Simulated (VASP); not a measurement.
# BN (a cell with a defect) in VASP: a series of runs, part 2 of 3

VASP 6.6.1. Earlier steps stand in the parts before.

## (3) Relaxation of the atoms, PBE

Input file INCAR:

```
SYSTEM = BN
ALGO = Normal
EDIFF = 1E-7
EDIFFG = -0.03
ENCUT = 520
GGA = PE
GGA_COMPAT = .False.
IBRION = 2
ISIF = 2
ISMEAR = 0
ISYM = -1
LASPH = .True.
LCHARG = .False.
LREAL = Auto
LWAVE = .False.
NELM = 120
NELMIN = 4
NSW = 100
PREC = Accurate
SIGMA = 0.01
```

Input file KPOINTS:

```
explicit points
1
Reciprocal
  0.25000000   0.25000000   0.25000000 1
```

Input file POSCAR:

```
BN
1.0
    7.4650312800      0.0000000000      0.0000000000
   -3.7325156400      6.4649067300      0.0000000000
    0.0000000000      0.0000000000      6.4954828800
B N
17 17
Direct
    0.1111111100      0.2222222200      0.2500000000
    0.2222222200      0.1111111100      0.7500000000
    0.1111111100      0.5555555600      0.2500000000
    0.2222222200      0.4444444400      0.7500000000
    0.1111111100      0.8888888900      0.2500000000
    0.2222222200      0.7777777800      0.7500000000
    0.4444444400      0.2222222200      0.2500000000
    0.5555555600      0.1111111100      0.7500000000
    0.4444444400      0.5555555600      0.2500000000
    0.4444444400      0.8888888900      0.2500000000
    0.5555555600      0.7777777800      0.7500000000
    0.7777777800      0.2222222200      0.2500000000
    0.8888888900      0.1111111100      0.7500000000
    0.7777777800      0.5555555600      0.2500000000
    0.8888888900      0.4444444400      0.7500000000
    0.7777777800      0.8888888900      0.2500000000
    0.8888888900      0.7777777800      0.7500000000
    0.1111111100      0.2222222200      0.7500000000
    0.2222222200      0.1111111100      0.2500000000
    0.1111111100      0.5555555600      0.7500000000
    0.2222222200      0.4444444400      0.2500000000
    0.1111111100      0.8888888900      0.7500000000
    0.2222222200      0.7777777800      0.2500000000
    0.5555555600      0.1111111100      0.2500000000
    0.4444444400      0.5555555600      0.7500000000
    0.5555555600      0.4444444400      0.2500000000
    0.4444444400      0.8888888900      0.7500000000
    0.5555555600      0.7777777800      0.2500000000
    0.7777777800      0.2222222200      0.7500000000
    0.8888888900      0.1111111100      0.2500000000
    0.7777777800      0.5555555600      0.7500000000
    0.8888888900      0.4444444400      0.2500000000
    0.7777777800      0.8888888900      0.7500000000
    0.8888888900      0.7777777800      0.2500000000
```

Potentials or basis: VASP PAW PBE potentials, release 64 (B, N).

The run is started by

```sh
> cat potpaw_PBE.64/B/POTCAR potpaw_PBE.64/N/POTCAR > POTCAR
> mpirun -np 1 vasp_std > vasp.out
```

OUTCAR:

```text
SYSTEM = BN
   EDIFF = 1E-7
   EDIFFG = -0.03
   ENCUT = 520
   GGA = PE
   IBRION = 2
   ISIF = 2
   ISMEAR = 0
   ISYM = -1
   LASPH = .True.
   LREAL = Auto
   NELM = 120
   NELMIN = 4
   NSW = 100
   PREC = Accurate

 ion  position               nearest neighbor table
   1  0.111  0.222  0.250-  19 1.44  30 1.44  21 1.44
   2  0.222  0.111  0.750-  18 1.44  22 1.44
   3  0.111  0.556  0.250-  32 1.44  23 1.44  21 1.44
   4  0.222  0.444  0.750-  25 1.44  18 1.44  20 1.44
   5  0.111  0.889  0.250-  23 1.44  34 1.44  19 1.44
   6  0.222  0.778  0.750-  22 1.44  27 1.44  20 1.44
   7  0.444  0.222  0.250-  19 1.44  26 1.44  24 1.44
   8  0.556  0.111  0.750-  29 1.44  27 1.44
   9  0.444  0.556  0.250-  21 1.44  28 1.44  26 1.44
  10  0.444  0.889  0.250-  23 1.44  24 1.44  28 1.44
  11  0.556  0.778  0.750-  33 1.44  25 1.44  27 1.44
  12  0.778  0.222  0.250-  30 1.44  24 1.44  32 1.44
  13  0.889  0.111  0.750-  29 1.44  18 1.44  33 1.44
  14  0.778  0.556  0.250-  26 1.44  34 1.44  32 1.44
[... 8 lines left out ...]
  23  0.222  0.778  0.250-   5 1.44  10 1.44   3 1.44
  24  0.556  0.111  0.250-  12 1.44  10 1.44   7 1.44
  25  0.444  0.556  0.750-   4 1.44  11 1.44
  26  0.556  0.444  0.250-  14 1.44   7 1.44   9 1.44
  27  0.444  0.889  0.750-   6 1.44   8 1.44  11 1.44
  28  0.556  0.778  0.250-  16 1.44   9 1.44  10 1.44
  29  0.778  0.222  0.750-  13 1.44   8 1.44  15 1.44
  30  0.889  0.111  0.250-  12 1.44   1 1.44  16 1.44
  31  0.778  0.556  0.750-  17 1.44  15 1.44
[... 466 lines left out ...]
[... ionic steps 4 to 21 ...]

--------------------------------------- Ionic step       22  -------------------------------------------

 number of electron     136.0000006 magnetization

------------------------ aborting loop because EDIFF is reached ----------------------------------------
[... 131 lines left out ...]
--------------------------------------- Ionic step       24  -------------------------------------------

 number of electron     136.0000006 magnetization

 Free energy of the ion-electron system (eV)
  ---------------------------------------------------
  ext. energy  EPLUGINS =         0.00000000
  ---------------------------------------------------
  free energy    TOTEN  =      -289.79997622 eV

  energy without entropy =     -289.79997622  energy(sigma->0) =     -289.79997622

 E-fermi :   1.9253     XC(G=0): -10.0143

 val. band max:        1.8740513706   @ k =   0.2500   0.2500   0.2500
 cond. band min:       2.6217013589   @ k =   0.2500   0.2500   0.2500
 fundamental gap:      0.7476499884
 Fermi energy:         1.9253153899

 k-point     1 :       0.2500    0.2500    0.2500
  band No.  band energies     occupation
      1     -15.3136      2.00000
      2     -15.1075      2.00000
      3     -14.8425      2.00000
      4     -14.7005      2.00000
      5     -14.6262      2.00000
      6     -14.1383      2.00000
[... 72 lines left out ...]
     79       8.7437      0.00000
     80       9.0002      0.00000
 [bands above 80 left out]

------------------------ aborting loop because EDIFF is reached ----------------------------------------

  FORCE on cell =-STRESS in cart. coord.  units (eV):
  Direction    XX          YY          ZZ          XY          YZ          ZX
  --------------------------------------------------------------------------------------
  -------------------------------------------------------------------------------------
  Total      -10.0668812     25.5407114      6.0650346     -0.7228469     -0.0390753      0.0756430
  in kB      -51.4517546    130.5383846     30.9983462     -3.6944653     -0.1997134      0.3866107
  external PRESSURE =      36.6949920 kB  Pullay stress =       0.0000000 kB
[... 49 lines left out ...]
  FREE ENERGIE OF THE ION-ELECTRON SYSTEM (eV)
  ---------------------------------------------------
  free  energy   TOTEN  =      -289.7999762153 eV

  energy  without entropy=     -289.7999762153  energy(sigma->0) =     -289.79997622

 reached required accuracy - stopping structural energy minimisation
```

Wall time 21 min (1 thread of Intel Xeon Platinum 8488C (Sapphire Rapids), shared host); peak memory 0.41 GiB.

Results:

```yaml
Free_energy: -289.8000 eV
Energy_gained_by_relaxing: 17.2 meV/atom
Ionic_steps: 24
Pressure_after_relaxing: 3.7 GPa
Largest_force_after_relaxing: 0.016 eV/Å
Band_gap_on_the_k_mesh: 0.75 eV
```

Forces in eV/Å, atoms in the order of the input:
```
B    0.000 -0.001  0.000
B   -0.016  0.000 -0.001
B    0.001  0.002  0.000
B    0.000 -0.003  0.000
B    0.004 -0.003 -0.001
B   -0.002  0.001 -0.001
B    0.004  0.000  0.000
B    0.004  0.002 -0.001
B    0.003  0.001  0.000
B    0.000 -0.001  0.000
B   -0.013  0.008 -0.001
B    0.002 -0.002  0.001
B   -0.003 -0.007  0.000
B    0.002 -0.001  0.000
B    0.005 -0.001  0.001
B    0.000  0.000  0.000
B    0.004  0.001  0.001
N   -0.013  0.000  0.001
N   -0.001 -0.001 -0.001
N   -0.003  0.011  0.001
N    0.000 -0.003  0.000
N    0.008  0.002 -0.002
N   -0.001  0.000  0.000
N    0.000  0.000  0.001
N    0.003 -0.004 -0.003
N    0.000 -0.002  0.001
N   -0.003 -0.004 -0.001
N    0.002  0.000  0.000
N    0.001  0.005 -0.001
N    0.003  0.001  0.000
N    0.003 -0.001  0.004
N    0.003 -0.001  0.001
N   -0.001 -0.001  0.001
N    0.002  0.003  0.000
```

Stress tensor (GPa, compression positive):
```
-5.15 -0.37  0.04
-0.37 13.05 -0.02
 0.04 -0.02  3.10
```

The path:
| step | energy change (eV) | largest force (eV/Å) | pressure (GPa) |
| --- | --- | --- | --- |
| 1 | 0.0000 | 2.6639 | 5.35 |
| 2 | 1.1894 | 10.0145 | 9.59 |
| 3 | -0.3520 | 0.8618 | 5.96 |
| 4 | -0.4069 | 1.4270 | 6.12 |
| 5 | -0.4180 | 0.9178 | 6.05 |
| 6 | -0.4881 | 0.6651 | 5.78 |
| 7 | -0.4981 | 0.7309 | 5.64 |
| 8 | -0.5404 | 0.4279 | 5.09 |
| 9 | -0.5404 | 0.4287 | 5.09 |
| 10 | -0.5564 | 0.4655 | 4.62 |
| 11 | -0.5565 | 0.4173 | 4.65 |
| 12 | -0.5697 | 0.2580 | 4.22 |
| 13 | -0.5706 | 0.3612 | 4.07 |
| 14 | -0.5791 | 0.2115 | 3.79 |
| 15 | -0.5793 | 0.2136 | 3.74 |
| 16 | -0.5820 | 0.1416 | 3.57 |
| 17 | -0.5826 | 0.1294 | 3.62 |
| 18 | -0.5841 | 0.1056 | 3.61 |
| 19 | -0.5842 | 0.0987 | 3.61 |
| 20 | -0.5850 | 0.0435 | 3.64 |
| 21 | -0.5850 | 0.0484 | 3.64 |
| 22 | -0.5852 | 0.0319 | 3.66 |
| 23 | -0.5852 | 0.0316 | 3.66 |
| 24 | -0.5853 | 0.0158 | 3.67 |

Final structure:
```xyz
34
Lattice="7.4650 0.0000 0.0000 -3.7325 6.4649 0.0000 0.0000 0.0000 6.4955" Properties=species:S:1:pos:R:3 pbc="T T T"
B     0.0036    1.4365    1.6238
B     1.3763    0.6651    4.8721
B    -1.2409    3.5884    1.6244
B     0.1009    2.8669    4.8701
B    -2.4867    5.7441    1.6229
B    -1.2488    4.9539    4.8691
B     2.4912    1.4389    1.6239
B     3.5901    0.6821    4.8717
B     1.2502    3.5893    1.6239
B     0.0042    5.7445    1.6240
B     1.2741    5.0719    4.8697
B     4.9791    1.4364    1.6250
B     6.2233    0.7716    4.8719
B     3.7318    3.5889    1.6239
B     4.8840    2.8525    4.8724
B     2.4912    5.7445    1.6240
B     3.6849    5.0410    4.8741
N     0.1267    1.4228    4.8704
N     1.2433    0.7185    1.6224
N    -1.2372    3.5303    4.8674
N    -0.0007    2.8738    1.6240
N    -2.4721    5.7075    4.8715
N    -1.2451    5.0286    1.6237
N     3.7310    0.7193    1.6248
N     1.2679    3.6894    4.8699
N     2.4866    2.8734    1.6242
N    -0.0290    5.7304    4.8684
N     1.2436    5.0301    1.6243
N     4.8812    1.4216    4.8741
N     6.2200    0.7205    1.6249
N     3.6839    3.6472    4.8802
N     4.9749    2.8742    1.6249
N     2.4942    5.8250    4.8711
N     3.7308    5.0295    1.6226
```

Caveat: semilocal functionals underestimate gaps, and a narrow one can read as zero.

## (4) Single point, r2SCAN, collinear spin

Input file POSCAR:

```
BN
1.0
    7.4650312844      0.0000000000      0.0000000000
   -3.7325156422      6.4649067324      0.0000000000
    0.0000000000      0.0000000000      6.4954828762
B N
17 17
Direct
    0.1142468861      0.2206523910      0.2501626929
    0.2426789368      0.1103182706      0.7483717412
    0.1139135177      0.5534165797      0.2499701184
    0.2308023522      0.4471242613      0.7490991835
    0.1137566707      0.8869979154      0.2500952504
    0.2148083858      0.7709884352      0.7483334398
    0.4476483304      0.2210532775      0.2502362217
    0.5267517709      0.1101116514      0.7487234114
    0.4476635732      0.5535116028      0.2500845681
    0.4475416310      0.8869991382      0.2499480175
    0.5548484343      0.7810191357      0.7497069798
    0.7806692745      0.2205915155      0.2500442018
    0.8883960035      0.1179442069      0.7489093605
    0.7800282749      0.5535081095      0.2503122769
    0.8756144272      0.4463211182      0.7486099892
    0.7805911879      0.8868847179      0.2501895984
    0.8851966673      0.7807375773      0.7483541084
    0.1227449088      0.2221349119      0.7485294164
    0.2247497719      0.1095559771      0.2501373006
    0.1055447426      0.5498575834      0.7484406606
    0.2246793496      0.4428852343      0.2500406112
    0.1114495781      0.8902063028      0.7477396921
    0.2247778012      0.7762924765      0.2499424908
    0.5580191079      0.1096479476      0.2499758283
    0.4474591682      0.5663073935      0.7506671633
    0.5579403585      0.4427481633      0.2503707356
    0.4387499303      0.8906463238      0.7489301049
    0.5582772648      0.7764839910      0.2502365155
    0.7606420357      0.2214951457      0.7490846123
    0.8915426908      0.1098216300      0.2501940959
    0.7790703446      0.5657010834      0.7481096551
    0.8913524772      0.4429266997      0.2499885624
    0.7796064978      0.8983493391      0.7492902228
    0.8914641795      0.7764179373      0.2499692817
```

Input file INCAR.step1:

```
SYSTEM = BN
PREC = Accurate ; ENCUT = 580
ISMEAR = -1 ; SIGMA = 0.01
LREAL = Auto ; LASPH = .TRUE.
NELM = 200 ; ISPIN = 2
MAGMOM = 0 0 0 0.01 0 0 0 0 0 0 0 0 0 0 0 0 0 0.01 0 0.04 0 0.02 0 0 0.27 0 0.02 0 0 0 0.3 0 0.01 0 ; NUPDOWN = 1.0
NELECT = 137.0 ; NBANDS = 95
GGA = PE ; ALGO = Normal
EDIFF = 1E-5 ; LWAVE = .TRUE.
LCHARG = .FALSE. ; GGA_COMPAT = .FALSE.
ISYM = -1
```

Input file INCAR.step2:

```
SYSTEM = BN
PREC = Accurate ; ENCUT = 580
EDIFF = 1E-6 ; ISMEAR = -1
SIGMA = 0.01 ; LREAL = Auto
LASPH = .TRUE. ; NELM = 200
ALGO = Normal ; ISIF = 2
LWAVE = .FALSE. ; LCHARG = .TRUE.
ISPIN = 2 ; MAGMOM = 0 0 0 0.01 0 0 0 0 0 0 0 0 0 0 0 0 0 0.01 0 0.04 0 0.02 0 0 0.27 0 0.02 0 0 0 0.3 0 0.01 0
LORBIT = 11 ; NUPDOWN = 1.0
METAGGA = R2SCAN ; LMIXTAU = .TRUE.
LELF = .TRUE. ; LVHAR = .TRUE.
NELECT = 137.0 ; NBANDS = 95
ISTART = 1 ; GGA_COMPAT = .FALSE.
ISYM = -1
```

KPOINTS is that of step 3.

The run is started by

```sh
> cat potpaw_PBE.64/B/POTCAR potpaw_PBE.64/N/POTCAR > POTCAR
> cp INCAR.step1 INCAR
> mpirun -np 1 vasp_std > vasp.out
> cp INCAR.step2 INCAR
> mpirun -np 1 vasp_std > vasp.out
```

Run time: 9.7 min. Hardware: 1 thread of Intel Xeon Platinum 8488C (Sapphire Rapids), shared host; peak memory 0.67 GiB.

The run converged. Its results:

```yaml
Free_energy: -316.0174 eV
Largest_force: 0.174 eV/Å
Net_moment: 1.00 μB per cell
Site_moments: B -0.00, +0.01, +0.00, -0.01 (each value once); N +0.01, -0.00, +0.04, +0.02, +0.35, +0.00, +0.38 (each value once) μB
Valence_electrons_inside_the_program's_atomic_spheres: B 2.19, 1.88, 2.17, 2.18, 2.21, 2.06, 2.16, 2.22 (each value once); N 3.97, 4.08, 4.03, 4.09, 4.07, 3.92, 4.06, 3.98 (each value once)
```

Forces in eV/Å, atoms in the order of the input:
```
B    0.013  0.003 -0.001
B   -0.068 -0.092  0.003
B    0.006 -0.022  0.002
B    0.071 -0.027  0.005
B    0.006 -0.016 -0.006
B    0.025  0.003  0.005
B    0.013  0.024 -0.004
B    0.077 -0.082  0.002
B    0.033 -0.017  0.001
B    0.028 -0.014  0.004
B    0.038 -0.025  0.004
B    0.008  0.002  0.002
B    0.028 -0.098  0.006
B   -0.002 -0.025 -0.004
B   -0.032 -0.052  0.003
B    0.009 -0.022 -0.004
B   -0.057 -0.004  0.007
N   -0.083  0.111  0.004
N   -0.013  0.005 -0.011
N   -0.037  0.038  0.004
N   -0.014  0.005 -0.004
N    0.028 -0.030  0.005
N   -0.014  0.008 -0.005
N   -0.011  0.001  0.000
N   -0.091  0.078  0.001
N   -0.016 -0.007 -0.007
N   -0.045 -0.033  0.002
N   -0.023  0.021 -0.006
N    0.034  0.115  0.004
N   -0.008  0.006 -0.003
N    0.126  0.120  0.000
N   -0.001  0.007 -0.001
N   -0.016 -0.008 -0.003
N   -0.012  0.025 -0.007
```

Caveat: the cell carries a net charge on a neutralising background, which shifts energy and pressure; the cell is charged against a uniform background, so pressure and absolute levels hang on convention; the PAW data sets were made with another functional, which shifts forces and pressure a little; the total moment is fixed, so each spin has its own Fermi level and the state may be an excited one.

[end of part 2 of 3]
